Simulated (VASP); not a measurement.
Write the native input for VASP 6.6.1 that does the following.

- Task: single point
- Functional: RPBE
- Potentials or basis: VASP PAW PBE potentials, release 64 (Sn_d)
- Cutoff: 520 eV
- k mesh: 7 × 7 × 7
- Occupations: fermi-dirac, width 0.05 eV
- Spin: no spin polarisation
- Dipole correction: no
- Further INCAR settings: ALGO = Normal; EDIFF = 1e-06; NBANDS = 21

The structure of Sn lies in POSCAR:

```
Sn
1.0
    0.0000000000      3.2333428000      3.2333428000
    3.2333428000      0.0000000000      3.2333428000
    3.2333428000      3.2333428000      0.0000000000
Sn
2
Direct
    0.7500000000      0.7500000000      0.7500000000
    0.5000000000      0.5000000000      0.5000000000
```

One way to write it, as run:

INCAR

```
SYSTEM = Sn
ALGO = Normal ; EDIFF = 1E-6
ENCUT = 520 ; GGA = RP
ISIF = 2 ; ISMEAR = -1
LASPH = .TRUE. ; LCHARG = .TRUE.
LELF = .TRUE. ; LREAL = .FALSE.
LVHAR = .TRUE. ; LWAVE = .FALSE.
NBANDS = 21 ; NELM = 100
PREC = Accurate ; SIGMA = 0.05
```

KPOINTS

```
k-points
0
G
  7 7 7
  0 0 0
```

Potentials or basis: VASP PAW PBE potentials, release 64 (Sn_d).

The run is started by

```bash
$ cat potpaw_PBE.64/Sn_d/POTCAR > POTCAR
$ mpirun -np 1 vasp_std > vasp.out
```

It gave:

```
Pressure               : 5.2 GPa
Band gap on the k mesh : zero (filled and empty bands touch)
```

Caveat: the PAW data sets were made with another functional, which shifts forces and pressure a little; spin-orbit coupling is left out, which moves the levels of the heavy elements.

It took 21 s on 1 thread of Intel(R) Xeon(R) Platinum 8259CL CPU @ 2.50GHz (Skylake/Cascade Lake), on a shared host, peak memory 0.2 GiB.
